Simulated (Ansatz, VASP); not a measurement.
CS2: VASP beside Ansatz

Contents of INCAR:

```
PREC     = Accurate       # precision mode
ENCUT    = 520            # plane-wave cutoff, eV
EDIFF    = 1E-6           # SCF threshold, eV
ISMEAR   = -1             # smearing method
SIGMA    = 0.02           # smearing width, eV
LREAL    = False          # projectors in reciprocal space
LASPH    = True           # aspherical terms in the spheres
NELM     = 100            # most SCF steps
ALGO     = Normal         # electronic algorithm
ISIF     = 2              # what is computed and relaxed
LWAVE    = False          # write WAVECAR
LCHARG   = False          # write CHGCAR
GGA      = PE             # functional
IBRION   = 2              # ionic algorithm
NSW      = 80             # ionic steps
EDIFFG   = -0.02          # ionic threshold
```

Contents of KPOINTS:

```
regular mesh
0
Gamma
  4 4 4
```

File POSCAR:

```
CS2
1.0
    5.6200000000      0.0000000000      0.0000000000
    0.0000000000      5.6200000000      0.0000000000
    0.0000000000      0.0000000000      5.6200000000
C S
4 8
Direct
    0.0000000000      0.0000000000      0.0000000000
    0.5000000000      0.0000000000      0.5000000000
    0.5000000000      0.5000000000      0.0000000000
    0.0000000000      0.5000000000      0.5000000000
    0.1200165072      0.1200165072      0.1200165072
    0.3799834928      0.8799834928      0.6200165072
    0.6200165072      0.3799834928      0.8799834928
    0.8799834928      0.6200165072      0.3799834928
    0.8799834928      0.8799834928      0.8799834928
    0.6200165072      0.1200165072      0.3799834928
    0.3799834928      0.6200165072      0.1200165072
    0.1200165072      0.3799834928      0.6200165072
```

Input for Ansatz:

```yaml
crystal:
  lattice:
    - [5.62, 0.0, 0.0]
    - [0.0, 5.62, 0.0]
    - [0.0, 0.0, 5.62]
  atoms:
    - { symbol: C, position: [0.0, 0.0, 0.0] }
    - { symbol: C, position: [0.5, 0.0, 0.5] }
    - { symbol: C, position: [0.5, 0.5, 0.0] }
    - { symbol: C, position: [0.0, 0.5, 0.5] }
    - { symbol: S, position: [0.1200165072, 0.1200165072, 0.1200165072] }
    - { symbol: S, position: [0.3799834928, 0.8799834928, 0.6200165072] }
    - { symbol: S, position: [0.6200165072, 0.3799834928, 0.8799834928] }
    - { symbol: S, position: [0.8799834928, 0.6200165072, 0.3799834928] }
    - { symbol: S, position: [0.8799834928, 0.8799834928, 0.8799834928] }
    - { symbol: S, position: [0.6200165072, 0.1200165072, 0.3799834928] }
    - { symbol: S, position: [0.3799834928, 0.6200165072, 0.1200165072] }
    - { symbol: S, position: [0.1200165072, 0.3799834928, 0.6200165072] }
kpoints:
  mp_grid: { grid: [4, 4, 4] }
scf:
  occupations: { method: fermi_dirac, width: 0.02 }
hamiltonian:
  xc: pbe
  pseudopotentials: { kind: paw }
output:
  forces: true
  stress: true
  populations: true
  efg: { quadrupole_moments_barn: { S: -0.0694 }, contact_densities: true }
  write_density: true
  write_potential: true
  elf: true
  volumetric_format: npy
relax:
  f_tol: 0.02
  max_steps: 60
```

Alike in both runs: task relaxation of the atoms; functional PBE; k mesh 4 × 4 × 4; occupations fermi-dirac, width 0.02 eV; no spin polarisation.

|  | VASP | Ansatz |
| --- | --- | --- |
| version | VASP 6.6.1 | Ansatz 0.2.0 |
| potentials or method | VASP PAW PBE potentials, release 64 (C, S) | plane-wave PAW, scalar-relativistic |
| plane-wave cutoff (eV) | 520 | 420 |
| valence electrons in the cell | 64 | 64 |

```tsv
	VASP	Ansatz	Ansatz less VASP
gap on the k mesh at the Fermi level, each at its own relaxed structure (eV)	0.22	1.33	+1.104
```

One of these differences is far larger than is usual between the two programs; its cause wasn't traced. Ansatz's warnings: stress scf threshold loose.
